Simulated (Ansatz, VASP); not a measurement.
Two plane-wave programs on WC4

```
CELL_PARAMETERS angstrom
4.09025 0.00000 0.00000
0.00000 4.09025 0.00000
0.00000 0.00000 4.09025
ATOMIC_POSITIONS crystal
W 0.50000 0.50000 0.50000
C 0.00000 0.00000 0.00000
C 0.50000 0.50000 0.00000
C 0.50000 0.00000 0.50000
C 0.00000 0.50000 0.50000
```

Change from the starting cell: species swapped into the Mn4N type (Pm-3m, No. 221).

Alike in both runs: functional PBE; k mesh 4 × 4 × 4; occupations gaussian, width 0.2 eV; no spin polarisation.

Ansatz relaxed the structure, and its values are those at the end. VASP's run is a single point on that final structure, the one shown.

|  | VASP | Ansatz |
| --- | --- | --- |
| version | VASP 6.6.1 | Ansatz 0.2.0 |
| potentials or method | VASP PAW PBE potentials, release 64 (W_sv, C), cutoff 600 eV | scalar-relativistic, plane waves, PAW |
| valence electrons in the cell | 30 | 30 |

|  | VASP | Ansatz | Ansatz less VASP |
| --- | --- | --- | --- |
| gap on the k mesh at the Fermi level (eV) | none | none | - |
| pressure (GPa) | 0.0 | -0.1 | -0.09 |

A gap of «none» marks a metal or a gap that the smearing closes. With one functional, cell and mesh, what is left measures potentials, basis and numerics.

The k mesh is coarse, so the values compare programs but aren't converged. Neither program's run includes spin-orbit coupling.
